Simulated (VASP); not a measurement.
# Li (Fm-3m) in VASP: single point with PBE

Aim: the single point of Li with PBE.

Everything below comes from runs of VASP 6.6.1. Logs are shortened: lines on timing, memory, paths and dates and some standing lists are left out, and cuts for length are marked.

**1. The cell of the first run**

The structure is cubic, space group Fm-3m (No. 225). Conventional cell: a = 4.404 Å, b = 4.404 Å, c = 4.404 Å, α = 90.00°, β = 90.00°, γ = 90.00°. Within 4.1 Å of Li (site symmetry m-3m) lie 12 Li at 3.11 Å.

This isn't the form of Li at room conditions, which is bcc.

**2. Single point, PBE**

Contents of INCAR:

```
  PREC = Accurate
  ENCUT = 750
  EDIFF = 1E-6
  ISMEAR = 0
  SIGMA = 0.1
  LREAL = False
  LASPH = True
  NELM = 120
  ALGO = Normal
  ISIF = 2
  LWAVE = False
  LCHARG = True
  GGA = PE
  LELF = True
  LVHAR = True
  NBANDS = 8
  GGA_COMPAT = False
```

Contents of KPOINTS:

```
Automatic mesh
0
Gamma
  8 8 8
```

Contents of POSCAR:

```
Li
1.0
    0.0000000000      2.2020000000      2.2020000000
    2.2020000000      0.0000000000      2.2020000000
    2.2020000000      2.2020000000      0.0000000000
Li
1
Direct
    0.0000000000      0.0000000000      0.0000000000
```

Potentials or basis: VASP PAW PBE potentials, release 64 (Li_sv).

On the command line:

```console
$ cat potpaw_PBE.64/Li_sv/POTCAR > POTCAR
$ mpirun -np 1 vasp_std > vasp.out
```

OUTCAR:

```text
PREC = Accurate
   ENCUT = 750
   EDIFF = 1E-6
   ISMEAR = 0
   LREAL = False
   LASPH = True
   NELM = 120
   ISIF = 2
   GGA = PE

 ion  position               nearest neighbor table
   1  0.000  0.000  0.000-

  LATTYP: Found a face centered cubic cell.
 ALAT       =     4.4040000000

  Lattice vectors:

 A1 = (   0.0000000000,   2.2020000000,   2.2020000000)
 A2 = (   2.2020000000,   0.0000000000,   2.2020000000)
 A3 = (   2.2020000000,   2.2020000000,   0.0000000000)

Analysis of symmetry for initial positions (statically):
=====================================================================
 Subroutine PRICEL returns:
 Original cell was already a primitive cell.

 Routine SETGRP: Setting up the symmetry group for a
 face centered cubic supercell.

 Subroutine GETGRP returns: Found 48 space group operations
 (whereof 48 operations were pure point group operations)
 out of a pool of 48 trial point group operations.

The static configuration has the point symmetry O_h .

Analysis of symmetry for dynamics (positions and initial velocities):
=====================================================================
 Subroutine PRICEL returns:
 Original cell was already a primitive cell.

 Routine SETGRP: Setting up the symmetry group for a
 face centered cubic supercell.

 Subroutine GETGRP returns: Found 48 space group operations
 (whereof 48 operations were pure point group operations)
 out of a pool of 48 trial point group operations.

The dynamic configuration has the point symmetry O_h .

 Subroutine INISYM returns: Found 48 space group operations
 (whereof 48 operations are pure point group operations),
 and found     1 'primitive' translations

----------------------------------------------------------------------------------------

                                     Primitive cell

  volume of cell :      21.3541

  direct lattice vectors                    reciprocal lattice vectors
     0.000000000  2.202000000  2.202000000    -0.227066303  0.227066303  0.227066303
     2.202000000  0.000000000  2.202000000     0.227066303 -0.227066303  0.227066303
     2.202000000  2.202000000  0.000000000     0.227066303  0.227066303 -0.227066303

  length of vectors
     3.114098264  3.114098264  3.114098264     0.393290374  0.393290374  0.393290374

  position of ions in fractional coordinates (direct lattice)
     0.000000000  0.000000000  0.000000000

  ion indices of the primitive-cell ions
   primitive index   ion index
                 1           1

----------------------------------------------------------------------------------------

 KPOINTS: Automatic mesh

Automatic generation of k-mesh.
 Grid dimensions read from file:
 generate k-points for:    8    8    8

 Generating k-lattice:

  Cartesian coordinates                     Fractional coordinates (reciprocal lattice)
    -0.028383288  0.028383288  0.028383288     0.125000000  0.000000000  0.000000000
     0.028383288 -0.028383288  0.028383288     0.000000000  0.125000000  0.000000000
     0.028383288  0.028383288 -0.028383288     0.000000000  0.000000000  0.125000000

  Length of vectors
     0.049161297  0.049161297  0.049161297

  Shift w.r.t. Gamma in fractional coordinates (k-lattice)
     0.000000000  0.000000000  0.000000000

 Subroutine IBZKPT returns following result:
 ===========================================

 Found     29 irreducible k-points:

 Following reciprocal coordinates:
            Coordinates               Weight
  0.000000  0.000000  0.000000      1.000000
  0.125000  0.000000  0.000000      8.000000
  0.250000  0.000000  0.000000      8.000000
  0.375000  0.000000  0.000000      8.000000
  0.500000  0.000000  0.000000      4.000000
  0.125000  0.125000  0.000000      6.000000
[... 16 lines left out ...]
  0.500000  0.250000  0.125000     48.000000
 -0.375000  0.250000  0.125000     24.000000
 [... further k-points ...]
   k-points           NKPTS =     29   k-points in BZ     NKDIM =     29   number of bands    NBANDS=      8
   number of dos      NEDOS =    301   number of ions     NIONS =      1
   total plane-waves  NPLWV =  21952
   dimension x,y,z NGX =    28 NGY =   28 NGZ =   28
   dimension x,y,z NGXF=    56 NGYF=   56 NGZF=   56
   ions per type =               1
   NGX,Y,Z   is equivalent  to a cutoff of  14.95, 14.95, 14.95 a.u.
   NGXF,Y,Z  is equivalent  to a cutoff of  29.90, 29.90, 29.90 a.u.
 SYSTEM =  unknown system
   PREC   = accura    normal or accurate (medium, high low for compatibility)
   ISTART =      0    job   : 0-new  1-cont  2-samecut
   ICHARG =      2    charge: 1-file 2-atom 10-const
   ISPIN  =      1    spin polarized calculation?
   LNONCOLLINEAR =      F non collinear calculations
   LSORBIT =      F    spin-orbit coupling
   LASPH  =      T    aspherical Exc in radial PAW
   ENCUT  =  750.0 eV  55.12 Ry    7.42 a.u.   6.95  6.95  6.95*2*pi/ulx,y,z
   NELM   =    120;   NELMIN=  2; NELMDL= -5     # of ELM steps
   EDIFF  = 0.1E-05   stopping-criterion for ELM
   LREAL  =      F    real-space projection
   EDIFFG = 0.1E-04   stopping-criterion for IOM
   NSW    =      0    number of steps for IOM
   IBRION =     -1    ionic relax: 0-MD 1-quasi-New 2-CG
   NFREE  =      0    steps in history (QN), initial steepest desc. (CG)
   ISIF   =      2    stress and relaxation
   ISYM   =      2    0-nonsym 1-usesym 2-fastsym
   POTIM  = 0.5000    time-step for ionic-motion
   TEBEG  =    0.0;   TEEND  =   0.0 temperature during run
   PSTRESS=    0.0 pullay stress
   NELECT =       3.0000    total number of electrons
   NUPDOWN=      -1.0000    fix difference up-down
   EMIN   =  10.00;   EMAX   =-10.00  energy-range for DOS
   EFERMI =   0.00;   METHOD = LEGACY
   ISMEAR =     0;   SIGMA  =   0.10  broadening in eV -4-tet -1-fermi 0-gaus
   EFERMI_NEDOS =   21; number of points for ismear=-14 and -15
   IALGO  =     38    algorithm
   IMIX   =      4    mixing-type and parameters
     AMIX     =   0.40;   BMIX     =  1.00
     AMIX_MAG =   1.60;   BMIX_MAG =  1.00
  volume/ion in A,a.u.               =      21.35       144.10
  Fermi-wavevector in a.u.,A,eV,Ry     =   0.851049  1.608250  9.854489  0.724285
  Thomas-Fermi vector in A             =   1.967122
   LORBIT       =      0    0 simple, 1 ext, 2 COOP (PROOUT), +10 PAW based schemes
   GGA     = PE    functional components
   LHFCALC =     F    Hartree Fock is set to
   AEXX    =    0.0000 exact exchange contribution
   IVDW    =     0    specifies the selected vdW correction
   LEPSILON=     F    determine dielectric tensor
   LRPA    =     F    only Hartree local field effects (RPA)
 non-spin polarized calculation
 Gauss-broadening in eV      SIGMA  =   0.10
  energy-cutoff  :      750.00
  volume of cell :       21.35
 maximum number of plane-waves:      1012
   NGX = 13   NGY = 13   NGZ = 13

 number of electron       2.9999998 magnetization

 Free energy of the ion-electron system (eV)
  ---------------------------------------------------
  ext. energy  EPLUGINS =         0.00000000
  ---------------------------------------------------
  free energy    TOTEN  =        -1.90081947 eV

  energy without entropy =       -1.89936822  energy(sigma->0) =       -1.90009385

 E-fermi :   0.3262     XC(G=0):  -6.9185

 val. band max:        0.2894607450   @ k =   0.3750   0.3750   0.0000
 cond. band min:       0.4875069972   @ k =   0.5000   0.0000   0.0000
 fundamental gap:      0.1980462521
 Fermi energy:         0.3262462792

 k-point     1 :       0.0000    0.0000    0.0000
  band No.  band energies     occupation
      1     -46.1260      2.00000
      2      -3.0190      2.00000
      3      14.3122      0.00000
      4      14.3122      0.00000
      5      14.3123      0.00000
      6      18.1185      0.00000
      7      18.1185      0.00000
      8      18.1185      0.00000

 k-point     2 :       0.1250    0.0000    0.0000
  band No.  band energies     occupation
      1     -46.1239      2.00000
      2      -2.7445      2.00000
      3      11.8906      0.00000
      4      13.8099      0.00000
      5      13.8100      0.00000
      6      17.3454      0.00000
      7      19.0022      0.00000
      8      19.0022      0.00000

 k-point     3 :       0.2500    0.0000    0.0000
  band No.  band energies     occupation
      1     -46.1187      2.00000
      2      -1.9240      2.00000
      3       8.1662      0.00000
      4      13.1177      0.00000
      5      13.1178      0.00000
      6      17.7965      0.00000
      7      18.5574      0.00000
      8      18.5575      0.00000

 k-point     4 :       0.3750    0.0000    0.0000
  band No.  band energies     occupation
      1     -46.1136      2.00000
      2      -0.6113      2.00000
      3       4.9696      0.00000
      4      12.7474      0.00000
      5      12.7475      0.00000
      6      17.0915      0.00000
      7      17.0915      0.00000
      8      17.4260      0.00000

 k-point     5 :       0.5000    0.0000    0.0000
  band No.  band energies     occupation
      1     -46.1114      2.00000
      2       0.4875      0.02257
      3       3.2307      0.00000
      4      12.6566      0.00000
      5      12.6567      0.00000
      6      16.5249      0.00000
      7      16.5249      0.00000
      8      17.1177      0.00000

 k-point     6 :       0.1250    0.1250    0.0000
  band No.  band energies     occupation
      1     -46.1232      2.00000
      2      -2.6521      2.00000
      3      12.5419      0.00000
      4      12.5419      0.00000
      5      14.2508      0.00000
      6      15.1245      0.00000
      7      18.2103      0.00000
      8      20.5392      0.00000

 k-point     7 :       0.2500    0.1250    0.0000
  band No.  band energies     occupation
      1     -46.1190      2.00000
      2      -2.0087      2.00000
      3       9.5023      0.00000
      4      11.6009      0.00000
      5      13.7630      0.00000
      6      15.1184      0.00000
      7      16.6975      0.00000
      8      21.3181      0.00000

 k-point     8 :       0.3750    0.1250    0.0000
  band No.  band energies     occupation
      1     -46.1139      2.00000
      2      -0.8333      2.00000
      3       6.1061      0.00000
      4      11.2386      0.00000
      5      12.4893      0.00000
      6      14.4756      0.00000
      7      18.6875      0.00000
      8      19.7277      0.00000

 k-point     9 :       0.5000    0.1250    0.0000
  band No.  band energies     occupation
      1     -46.1107      2.00000
      2       0.6026      0.00009
      3       3.6084      0.00000
      4      11.2796      0.00000
      5      11.4885      0.00000
      6      14.5514      0.00000
      7      18.3854      0.00000
      8      20.6267      0.00000

 k-point    10 :      -0.3750    0.1250    0.0000
  band No.  band energies     occupation
      1     -46.1114      2.00000
      2       0.1616      1.98011
      3       4.2444      0.00000
      4      10.6150      0.00000
      5      12.2944      0.00000
      6      15.2365      0.00000
      7      17.7725      0.00000
      8      20.4100      0.00000
[... 78 lines left out ...]
 k-point    18 :       0.3750    0.3750    0.0000
  band No.  band energies     occupation
      1     -46.1095      2.00000
      2       0.2895      1.39709
      3       7.6018      0.00000
      4       9.0810      0.00000
      5       9.0811      0.00000
      6      11.2629      0.00000
      7      15.0091      0.00000
      8      27.1161      0.00000

 k-point    19 :       0.5000    0.3750    0.0000
  band No.  band energies     occupation
      1     -46.1074      2.00000
      2       1.5566      0.00000
      3       5.6050      0.00000
      4       7.3206      0.00000
      5       8.9639      0.00000
      6      12.6540      0.00000
      7      15.6600      0.00000
      8      26.2013      0.00000

 k-point    20 :      -0.3750    0.3750    0.0000
  band No.  band energies     occupation
      1     -46.1071      2.00000
      2       2.9253      0.00000
      3       3.4526      0.00000
      4       6.6115      0.00000
      5       9.5177      0.00000
      6      13.8239      0.00000
      7      18.1542      0.00000
      8      24.2264      0.00000

 k-point    21 :       0.5000    0.5000    0.0000
  band No.  band energies     occupation
      1     -46.1067      2.00000
      2       1.9746      0.00000
      3       4.9990      0.00000
      4       8.6260      0.00000
      5       8.6260      0.00000
      6      10.7792      0.00000
      7      15.1448      0.00000
      8      29.2555      0.00000

 k-point    22 :       0.3750    0.2500    0.1250
  band No.  band energies     occupation
      1     -46.1149      2.00000
      2      -1.1765      2.00000
      3       8.0692      0.00000
      4       9.5954      0.00000
      5      12.3186      0.00000
      6      15.7850      0.00000
      7      15.9635      0.00000
      8      20.9319      0.00000

 k-point    23 :       0.5000    0.2500    0.1250
  band No.  band energies     occupation
      1     -46.1108      2.00000
      2       0.1822      1.95838
      3       5.3427      0.00000
      4       8.9574      0.00000
      5      10.8447      0.00000
      6      15.3667      0.00000
      7      18.1894      0.00000
      8      20.4055      0.00000

 k-point    24 :      -0.3750    0.2500    0.1250
  band No.  band energies     occupation
      1     -46.1090      2.00000
      2       1.4337      0.00000
      3       3.5142      0.00000
      4       8.9466      0.00000
      5      10.2207      0.00000
      6      15.1958      0.00000
      7      18.9010      0.00000
      8      22.0692      0.00000

 [... further k-points ...]
[... 5 lines left out ...]
  --------------------------------------------------------------------------------------
  -------------------------------------------------------------------------------------
  Total       -0.1014413     -0.1014413     -0.1014413     -0.0000000     -0.0000000     -0.0000000
  in kB       -7.6110285     -7.6110285     -7.6110285     -0.0000000     -0.0000000     -0.0000000
  external PRESSURE =      -7.6110285 kB  Pullay stress =       0.0000000 kB

 VOLUME and BASIS-vectors are now :
 -----------------------------------------------------------------------------
  energy-cutoff  :      750.00
  volume of cell :       21.35
      direct lattice vectors                 reciprocal lattice vectors
     0.000000000  2.202000000  2.202000000    -0.227066303  0.227066303  0.227066303
     2.202000000  0.000000000  2.202000000     0.227066303 -0.227066303  0.227066303
     2.202000000  2.202000000  0.000000000     0.227066303  0.227066303 -0.227066303

 POSITION                                       TOTAL-FORCE (eV/Angst)
 -----------------------------------------------------------------------------------
      0.00000      0.00000      0.00000        -0.000000      0.000000     -0.000000
 -----------------------------------------------------------------------------------
    total drift:                               -0.000000     -0.000000     -0.000000

  FREE ENERGIE OF THE ION-ELECTRON SYSTEM (eV)
  ---------------------------------------------------
  free  energy   TOTEN  =        -1.9008194743 eV

  energy  without entropy=       -1.8993682225  energy(sigma->0) =       -1.90009385
```

Run time: 4.8 s. Hardware: 1 thread of Intel Xeon Platinum 8488C (Sapphire Rapids), shared host; peak memory 0.14 GiB.

Results:

```yaml
Free_energy: -1.9008 eV
Pressure: -0.8 GPa
Band_gap_on_the_k_mesh: zero (an odd number of electrons rules out a gap without spin polarisation)
```

Levels at points of the mesh, in eV from the Fermi level:
```tsv
k point	band 1	band 2	band 3	band 4	band 5	band 6	band 7
(0.00, 0.00, 0.00)	-46.45	-3.35	13.99	13.99	13.99	17.79	17.79
(0.50, 0.00, 0.00)	-46.44	0.16	2.90	12.33	12.33	16.20	16.20
(0.50, 0.50, 0.00)	-46.43	1.65	4.67	8.30	8.30	10.45	14.82
```
